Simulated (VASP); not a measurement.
CaAlBrCl3:

```
CELL_PARAMETERS angstrom
3.60727 -4.35060 0.00000
3.60727 4.35060 0.00000
0.00000 0.00000 6.25172
ATOMIC_POSITIONS crystal
Ca 0.50000 0.50000 0.50000
Al 0.50000 0.50000 0.00000
Br 0.00000 0.00000 0.00000
Cl 0.00000 0.00000 0.50000
Cl 0.26023 0.73977 0.50000
Cl 0.73977 0.26023 0.50000
```

```yaml
Program: VASP 6.6.1
Task: relaxation of cell and atoms
Functional: PBE
Potentials_or_basis: VASP PAW PBE potentials, release 64 (Ca_sv, Al, Br, Cl)
Cutoff: 600 eV
k_mesh: 3 × 3 × 3
Occupations: gaussian, width 0.2 eV
Spin: no spin polarisation
```

At the start: pressure 9.7 GPa; volume 32.70 Å³/atom.

**Question.** Where does the relaxation end?

**Answer.** Over 24 steps the energy falls by 1025.8 meV/atom and the volume is 51.24 Å³/atom (+56.7 %); space group Cmmm (No. 65, to 0.05 Å).

Step by step:
```tsv
step	energy change (eV)	largest force (eV/Å)	pressure (GPa)	volume (Å³)
1	0.0000	5.3060	9.74	196.23
2	-2.6106	1.0516	-2.19	253.32
3	-2.9391	1.0156	-0.26	230.92
4	-2.9390	1.0622	-0.47	232.49
5	-3.3875	1.0946	-0.77	231.50
6	-4.9140	1.3747	0.29	224.21
7	8.3090	2.4323	32.02	188.16
8	-5.2949	1.0271	0.98	221.73
9	-5.4659	0.8124	3.62	215.96
10	-5.6417	0.5474	3.50	224.86
11	-5.6580	0.4586	3.57	228.61
12	-5.9563	0.4141	1.52	243.68
13	-6.0349	0.4122	-0.63	269.03
14	-6.0537	0.4036	-0.13	261.52
15	-6.0539	0.4032	-0.05	260.49
16	-6.0682	0.3526	-0.03	262.16
17	-6.1010	0.2111	0.04	267.18
18	-6.1276	0.0340	0.22	277.29
19	-6.1337	0.0684	-0.01	282.70
20	-6.1337	0.0705	-0.02	283.06
21	-6.1396	0.0895	0.00	286.63
22	-6.1498	0.1509	0.05	297.29
23	-6.1508	0.1739	0.07	301.15
24	-6.1547	0.0269	-0.03	307.45
```

Final structure:
```xyz
6
Lattice="2.6713 -6.1878 0.0000 2.6713 6.1878 0.0000 0.0000 0.0000 9.3003" Properties=species:S:1:pos:R:3 pbc="T T T"
Ca    2.6713    0.0000    4.6502
Al    2.6713    0.0000    9.3003
Br    0.0000    0.0000    9.3003
Cl    0.0000    0.0000    4.6502
Cl    2.6713    2.7002    4.6502
Cl    2.6713   -2.7002    4.6502
```

Caveat: the k points lie up to 0.43 Å⁻¹ apart in the final cell; the volume moved by over 15 % at a fixed basis, so the end points are rough; an odd number of electrons without spin polarisation forces a metal; a magnetic or distorted state may lie lower; the relaxation stopped at a loose force limit of 0.08 eV/Å, so its end isn't a converged minimum.
